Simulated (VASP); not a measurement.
The system is Tc.

```
Tc
1.0
     2.73936    0.00000    0.00000
    -1.36968    2.37235    0.00000
     0.00000    0.00000    8.76968
Tc
4
Cartesian
  1.3697 0.7908 6.5773
  0.0000 0.0000 4.3848
  0.0000 1.5816 2.1924
  0.0000 0.0000 0.0000
```

Base run:

```yaml
Program: VASP 6.6.1
Functional: PBEsol
Potentials_or_basis: VASP PAW PBE potentials, release 64 (Tc_pv)
Cutoff: 520 eV
k_mesh: 11 × 11 × 3
Occupations: fermi-dirac, width 0.05 eV
Spin: no spin polarisation
```

Its results: band gap on the k mesh zero (bands 26 and 27 overlap by 2.89 eV); pressure -5.9 GPa.

Question: The run is repeated on the same cell with these changes: functional from PBEsol to PBE; k mesh from 11 × 11 × 3 to 9 × 9 × 3. What comes out?

Answer: Band gap on the k mesh zero (bands 26 and 27 overlap by 2.80 eV); pressure 3.6 GPa.

Several settings changed at once.

Caveats: the cell stands under tension (at least some runs); the PAW data sets were made with another functional, which shifts forces and pressure a little (at least some runs); the cell stands under pressure (at least some runs).
